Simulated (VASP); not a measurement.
Wanted: the native input for a VASP 6.6.1 run.

```
Task                   : single point
Functional             : PBEsol
Potentials or basis    : VASP PAW PBE potentials, release 64 (Ru_pv)
Cutoff                 : 520 eV
k mesh                 : 18 × 18 × 10
Occupations            : gaussian, width 0.15 eV
Spin                   : no spin polarisation
Dipole correction      : no
Further INCAR settings : ALGO = Fast; EDIFF = 1e-06; NBANDS = 21
```

The structure of Ru lies in POSCAR:

```
Ru
1.0
    2.8403000000      0.0000000000      0.0000000000
   -1.4201500000      2.4597719544      0.0000000000
    0.0000000000      0.0000000000      4.6606000000
Ru
2
Direct
    0.3333333333      0.6666666667      0.2500000000
    0.6666666667      0.3333333333      0.7500000000
```

One way to write it, as run:

INCAR

```
  ALGO = Fast
  EDIFF = 1E-6
  ENCUT = 520
  GGA = PS
  ISIF = 2
  ISMEAR = 0
  LASPH = True
  LCHARG = True
  LELF = True
  LREAL = False
  LVHAR = True
  LWAVE = False
  NBANDS = 21
  NELM = 60
  PREC = Accurate
  SIGMA = 0.15
```

KPOINTS

```
k-points
0
Gamma
  18 18 10
```

Potentials or basis: VASP PAW PBE potentials, release 64 (Ru_pv).

The run is started by

```console
$ cat potpaw_PBE.64/Ru_pv/POTCAR > POTCAR
$ mpirun -np 1 vasp_std > vasp.out
```

Results of the run:

The pressure is -42.6 GPa and the band gap on the k mesh is zero (band 14 reaches 10.87 eV, above the bottom of band 15 at 8.57 eV).

Caveat: the PAW data sets were made with another functional, which shifts forces and pressure a little.

Run time: 65 s on 1 thread of Intel(R) Xeon(R) Platinum 8488C (Sapphire Rapids), on a shared host, peak memory 0.23 GiB.
